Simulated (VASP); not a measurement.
# F (Pm-3m) in VASP: a series of runs

F is run at these levels: PBE; tasks: single point.

All numbers are computed with VASP 6.6.1; they aren't measurements. Logs are shortened: lines on timing, memory, paths and dates and some standing lists are left out, and cuts for length are marked.

### 1 The cell of the first run

Symmetry: Pm-3m, No. 221, cubic system. The conventional cell has a = 2.191 Å, b = 2.191 Å, c = 2.191 Å, α = 90.00°, β = 90.00°, γ = 90.00°. F (site symmetry m-3m) has 6 F at 2.19 Å within 2.9 Å.

### 2 Single point, PBE

The input, INCAR:

```
SYSTEM = F
ALGO = Normal
EDIFF = 1E-7
ENCUT = 520
GGA = PE
ISIF = 2
ISMEAR = -1
LASPH = .True.
LCHARG = .False.
LREAL = .False.
LWAVE = .False.
NBANDS = 10
NELM = 80
PREC = Accurate
SIGMA = 0.06122561905347299
```

The input, KPOINTS:

```
k-points
0
Gamma
  49 49 49
  0 0 0
```

The input, POSCAR:

```
F
1.0
    2.1912163548      0.0000000000      0.0000000000
    0.0000000000      2.1912163548      0.0000000000
    0.0000000000      0.0000000000      2.1912163548
F
1
Direct
    0.0000000000      0.0000000000      0.0000000000
```

Potentials or basis: VASP PAW PBE potentials, release 64 (F).

Command:

```console
$ cat potpaw_PBE.64/F/POTCAR > POTCAR
$ mpirun -np 1 vasp_std > vasp.out
```

OUTCAR:

```text
SYSTEM = F
   EDIFF = 1E-7
   ENCUT = 520
   GGA = PE
   ISIF = 2
   ISMEAR = -1
   LASPH = .True.
   LREAL = .False.
   NELM = 80
   PREC = Accurate

 ion  position               nearest neighbor table
   1  0.000  0.000  0.000-

  LATTYP: Found a simple cubic cell.
 ALAT       =     2.1912163548

  Lattice vectors:

 A1 = (   2.1912163548,   0.0000000000,   0.0000000000)
 A2 = (   0.0000000000,   2.1912163548,   0.0000000000)
 A3 = (   0.0000000000,   0.0000000000,   2.1912163548)

Analysis of symmetry for initial positions (statically):
=====================================================================
 Subroutine PRICEL returns:
 Original cell was already a primitive cell.

 Routine SETGRP: Setting up the symmetry group for a
 simple cubic supercell.

 Subroutine GETGRP returns: Found 48 space group operations
 (whereof 48 operations were pure point group operations)
 out of a pool of 48 trial point group operations.

The static configuration has the point symmetry O_h .

Analysis of symmetry for dynamics (positions and initial velocities):
=====================================================================
 Subroutine PRICEL returns:
 Original cell was already a primitive cell.

 Routine SETGRP: Setting up the symmetry group for a
 simple cubic supercell.

 Subroutine GETGRP returns: Found 48 space group operations
 (whereof 48 operations were pure point group operations)
 out of a pool of 48 trial point group operations.

The dynamic configuration has the point symmetry O_h .

 Subroutine INISYM returns: Found 48 space group operations
 (whereof 48 operations are pure point group operations),
 and found     1 'primitive' translations

----------------------------------------------------------------------------------------

                                     Primitive cell

  volume of cell :      10.5210

  direct lattice vectors                    reciprocal lattice vectors
     2.191216355  0.000000000  0.000000000     0.456367532  0.000000000  0.000000000
     0.000000000  2.191216355  0.000000000     0.000000000  0.456367532  0.000000000
     0.000000000  0.000000000  2.191216355     0.000000000  0.000000000  0.456367532

  length of vectors
     2.191216355  2.191216355  2.191216355     0.456367532  0.456367532  0.456367532

  position of ions in fractional coordinates (direct lattice)
     0.000000000  0.000000000  0.000000000

  ion indices of the primitive-cell ions
   primitive index   ion index
                 1           1

----------------------------------------------------------------------------------------

 KPOINTS: k-points

Automatic generation of k-mesh.
 Grid dimensions read from file:
 generate k-points for:   49   49   49

 Generating k-lattice:

  Cartesian coordinates                     Fractional coordinates (reciprocal lattice)
     0.009313623  0.000000000  0.000000000     0.020408163  0.000000000  0.000000000
     0.000000000  0.009313623  0.000000000     0.000000000  0.020408163  0.000000000
     0.000000000  0.000000000  0.009313623     0.000000000  0.000000000  0.020408163

  Length of vectors
     0.009313623  0.009313623  0.009313623

  Shift w.r.t. Gamma in fractional coordinates (k-lattice)
     0.000000000  0.000000000  0.000000000

 Subroutine IBZKPT returns following result:
 ===========================================

 Found   2925 irreducible k-points:

 Following reciprocal coordinates:
            Coordinates               Weight
  0.000000  0.000000  0.000000      1.000000
  0.020408  0.000000  0.000000      6.000000
  0.040816  0.000000  0.000000      6.000000
  0.061224  0.000000  0.000000      6.000000
  0.081633  0.000000  0.000000      6.000000
  0.102041  0.000000  0.000000      6.000000
[... 16 lines left out ...]
  0.448980  0.000000  0.000000      6.000000
  0.469388  0.000000  0.000000      6.000000
 [... further k-points ...]
   k-points           NKPTS =   2925   k-points in BZ     NKDIM =   2925   number of bands    NBANDS=     10
   number of dos      NEDOS =    301   number of ions     NIONS =      1
   total plane-waves  NPLWV =   4096
   dimension x,y,z NGX =    16 NGY =   16 NGZ =   16
   dimension x,y,z NGXF=    32 NGYF=   32 NGZF=   32
   ions per type =               1
   NGX,Y,Z   is equivalent  to a cutoff of  12.14, 12.14, 12.14 a.u.
   NGXF,Y,Z  is equivalent  to a cutoff of  24.28, 24.28, 24.28 a.u.
 SYSTEM =  F
   PREC   = accura    normal or accurate (medium, high low for compatibility)
   ISTART =      0    job   : 0-new  1-cont  2-samecut
   ICHARG =      2    charge: 1-file 2-atom 10-const
   ISPIN  =      1    spin polarized calculation?
   LNONCOLLINEAR =      F non collinear calculations
   LSORBIT =      F    spin-orbit coupling
   LASPH  =      T    aspherical Exc in radial PAW
   ENCUT  =  520.0 eV  38.22 Ry    6.18 a.u.   4.07  4.07  4.07*2*pi/ulx,y,z
   NELM   =     80;   NELMIN=  2; NELMDL= -5     # of ELM steps
   EDIFF  = 0.1E-06   stopping-criterion for ELM
   LREAL  =      F    real-space projection
   EDIFFG = 0.1E-05   stopping-criterion for IOM
   NSW    =      0    number of steps for IOM
   IBRION =     -1    ionic relax: 0-MD 1-quasi-New 2-CG
   NFREE  =      0    steps in history (QN), initial steepest desc. (CG)
   ISIF   =      2    stress and relaxation
   ISYM   =      2    0-nonsym 1-usesym 2-fastsym
   POTIM  = 0.5000    time-step for ionic-motion
   TEBEG  =    0.0;   TEEND  =   0.0 temperature during run
   PSTRESS=    0.0 pullay stress
   NELECT =       7.0000    total number of electrons
   NUPDOWN=      -1.0000    fix difference up-down
   EMIN   =  10.00;   EMAX   =-10.00  energy-range for DOS
   EFERMI =   0.00;   METHOD = LEGACY
   ISMEAR =    -1;   SIGMA  =   0.06  broadening in eV -4-tet -1-fermi 0-gaus
   EFERMI_NEDOS =   21; number of points for ismear=-14 and -15
   IALGO  =     38    algorithm
   IMIX   =      4    mixing-type and parameters
     AMIX     =   0.40;   BMIX     =  1.00
     AMIX_MAG =   1.60;   BMIX_MAG =  1.00
  volume/ion in A,a.u.               =      10.52        71.00
  Fermi-wavevector in a.u.,A,eV,Ry     =   1.429187  2.700771 27.790909  2.042574
  Thomas-Fermi vector in A             =   2.549167
   LORBIT       =      0    0 simple, 1 ext, 2 COOP (PROOUT), +10 PAW based schemes
   GGA     = PE    functional components
   LHFCALC =     F    Hartree Fock is set to
   AEXX    =    0.0000 exact exchange contribution
   IVDW    =     0    specifies the selected vdW correction
   LEPSILON=     F    determine dielectric tensor
   LRPA    =     F    only Hartree local field effects (RPA)
 non-spin polarized calculation
  energy-cutoff  :      520.00
  volume of cell :       10.52
 maximum number of plane-waves:       298
   NGX =  9   NGY =  9   NGZ =  9

 number of electron       6.9999999 magnetization

 Free energy of the ion-electron system (eV)
  ---------------------------------------------------
  ext. energy  EPLUGINS =         0.00000000
  ---------------------------------------------------
  free energy    TOTEN  =        -1.05268045 eV

  energy without entropy =       -1.02977181  energy(sigma->0) =       -1.04122613

 E-fermi :  -3.2252     XC(G=0):  -9.9209

 val. band max:       -3.2259090795   @ k =   0.3265   0.2449   0.1020
 cond. band min:      -3.2250571932   @ k =   0.1633   0.0204   0.0000
 fundamental gap:      0.0008518863
 Fermi energy:        -3.2252096076

 k-point     1 :       0.0000    0.0000    0.0000
  band No.  band energies     occupation
      1     -25.5872      2.00000
      2      -3.3307      1.69685
      3      -3.3307      1.69685
      4      -3.3307      1.69685
      5       9.3157      0.00000
      6      25.2405      0.00000
      7      25.2405      0.00000
      8      36.7556      0.00000
      9      36.7556      0.00000
     10      36.7556      0.00000

 k-point     2 :       0.0204    0.0000    0.0000
  band No.  band energies     occupation
      1     -25.5827      2.00000
      2      -3.3536      1.78111
      3      -3.3289      1.68938
      4      -3.3289      1.68938
      5       9.3347      0.00000
      6      25.2295      0.00000
      7      25.2524      0.00000
      8      36.7461      0.00000
      9      36.7461      0.00000
     10      36.7553      0.00000

 k-point     3 :       0.0408    0.0000    0.0000
  band No.  band energies     occupation
      1     -25.5691      2.00000
      2      -3.4216      1.92222
      3      -3.3236      1.66618
      4      -3.3236      1.66618
      5       9.3913      0.00000
      6      25.1958      0.00000
      7      25.2882      0.00000
      8      36.7177      0.00000
      9      36.7177      0.00000
     10      36.7566      0.00000

 k-point     4 :       0.0612    0.0000    0.0000
  band No.  band energies     occupation
      1     -25.5471      2.00000
      2      -3.5329      1.98694
      3      -3.3150      1.62489
      4      -3.3150      1.62489
      5       9.4841      0.00000
      6      25.1368      0.00000
      7      25.3476      0.00000
      8      36.6701      0.00000
      9      36.6701      0.00000
     10      36.7624      0.00000
[... 222 lines left out ...]
 k-point    22 :       0.4286    0.0000    0.0000
  band No.  band energies     occupation
      1     -24.4015      2.00000
      2      -7.8057      2.00000
      3      -2.9105      0.01164
      4      -2.9105      0.01164
      5      14.8113      0.00000
      6      18.9071      0.00000
      7      29.7178      0.00000
      8      34.0892      0.00000
      9      34.0892      0.00000
     10      37.7630      0.00000

 k-point    23 :       0.4490    0.0000    0.0000
  band No.  band energies     occupation
      1     -24.3675      2.00000
      2      -7.9071      2.00000
      3      -2.8996      0.00975
      4      -2.8996      0.00975
      5      15.1504      0.00000
      6      18.5174      0.00000
      7      29.9598      0.00000
      8      34.0154      0.00000
      9      34.0154      0.00000
     10      37.3651      0.00000

 k-point    24 :       0.4694    0.0000    0.0000
  band No.  band energies     occupation
      1     -24.3443      2.00000
      2      -7.9755      2.00000
      3      -2.8922      0.00864
      4      -2.8922      0.00864
      5      15.4297      0.00000
      6      18.2035      0.00000
      7      30.1375      0.00000
      8      33.9660      0.00000
      9      33.9660      0.00000
     10      37.0837      0.00000

 [... further k-points ...]

------------------------ aborting loop because EDIFF is reached ----------------------------------------

  FORCE on cell =-STRESS in cart. coord.  units (eV):
  Direction    XX          YY          ZZ          XY          YZ          ZX
  --------------------------------------------------------------------------------------
  -------------------------------------------------------------------------------------
  Total       -0.0457402     -0.0457402     -0.0457402      0.0000000      0.0000000      0.0000000
  in kB       -6.9655052     -6.9655052     -6.9655052      0.0000000      0.0000000      0.0000000
  external PRESSURE =      -6.9655052 kB  Pullay stress =       0.0000000 kB

 VOLUME and BASIS-vectors are now :
 -----------------------------------------------------------------------------
  energy-cutoff  :      520.00
  volume of cell :       10.52
      direct lattice vectors                 reciprocal lattice vectors
     2.191216355  0.000000000  0.000000000     0.456367532  0.000000000  0.000000000
     0.000000000  2.191216355  0.000000000     0.000000000  0.456367532  0.000000000
     0.000000000  0.000000000  2.191216355     0.000000000  0.000000000  0.456367532

 POSITION                                       TOTAL-FORCE (eV/Angst)
 -----------------------------------------------------------------------------------
      0.00000      0.00000      0.00000         0.000000      0.000000      0.000000
 -----------------------------------------------------------------------------------
    total drift:                               -0.000000     -0.000000      0.000000

  FREE ENERGIE OF THE ION-ELECTRON SYSTEM (eV)
  ---------------------------------------------------
  free  energy   TOTEN  =        -1.0526804454 eV

  energy  without entropy=       -1.0297718091  energy(sigma->0) =       -1.04122613
```

Wall time 83 s (1 thread of Intel Xeon Platinum 8259CL at 2.50GHz (Skylake/Cascade Lake), shared host); peak memory 0.34 GiB.

Results:

* Free energy: -1.0527 eV
* Pressure: -0.7 GPa
* Band gap on the k mesh: zero (an odd number of electrons rules out a gap without spin polarisation)

Levels at points of the mesh, in eV from the Fermi level:
```tsv
k point	band 2	band 3	band 4	band 5	band 6	band 7
(0.00, 0.00, 0.00)	-0.11	-0.11	-0.11	12.54	28.47	28.47
```

Caveat: the nearest neighbours stand farther apart than a usual bond; an odd number of electrons without spin polarisation forces a metal; a magnetic or distorted state may lie lower.

(Part 1 of 3 ends here.)
